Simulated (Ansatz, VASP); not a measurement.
**Ir: VASP beside Ansatz**

Contents of INCAR:

```
SYSTEM = Ir
ALGO = Normal
EDIFF = 1E-6
EDIFFG = -0.01
ENCUT = 600
GGA = PS
IBRION = 2
ISIF = 3
ISMEAR = 0
LASPH = .True.
LCHARG = .False.
LREAL = .False.
LWAVE = .False.
NELM = 100
NSW = 100
PREC = Accurate
SIGMA = 0.1
```

Contents of KPOINTS:

```
k-points
0
Gamma
  16 16 16
  0 0 0
```

POSCAR

```
Ir
1.0
    2.5371756029      0.0000000000      0.0000000000
    0.0000000000      2.5371756029      0.0000000000
    0.0000000000      0.0000000000      2.5371756029
Ir
1
Direct
    0.0000000000      0.0000000000      0.0000000000
```

Input for Ansatz:

```yaml
crystal:
  lattice:
    - [2.5371756029, 0.0, 0.0]
    - [0.0, 2.5371756029, 0.0]
    - [0.0, 0.0, 2.5371756029]
  atoms:
    - { symbol: Ir, position: [0.0, 0.0, 0.0] }
basis:
  ecutwfc: 420
kpoints:
  mp_grid: { grid: [16, 16, 16] }
hamiltonian:
  xc: pbesol
scf:
  occupations: { method: gaussian, width: 0.1 }
output:
  forces: true
  stress: true
  eigenvalues: true
relax:
  adjacent_minimum: "off"
  f_tol: 0.01
  max_steps: 80
  cell: { stress_tol: 0.05 }
```

Alike in both runs: task relaxation of cell and atoms; functional PBEsol; k mesh 16 × 16 × 16; occupations gaussian, width 0.1 eV; no spin polarisation.

```csv
,VASP,Ansatz
version,VASP 6.6.1,Ansatz 0.2.0
potentials or method,"VASP PAW PBE potentials, release 64 (Ir), cutoff 600 eV","scalar-relativistic, plane waves, PAW"
valence electrons in the cell,9,17
```

|  | VASP | Ansatz | Ansatz less VASP |
| --- | --- | --- | --- |
| gap on the k mesh at the Fermi level, each at its own relaxed structure (eV) | none | none | - |
| relaxed volume (Å³/atom) | 16.44 | 16.41 | -0.031 |
| relaxed cell length with the largest relative difference (Å) | 2.543 | 2.541 | -0.0016 |

VASP's potentials were made for PBE, not for PBEsol. A gap of «none» marks a metal or a gap that the smearing closes. VASP's potentials hold 9 valence electrons a cell and Ansatz's 17, so a difference there can come from the potentials and not from the codes.

Neither program's run includes spin-orbit coupling.
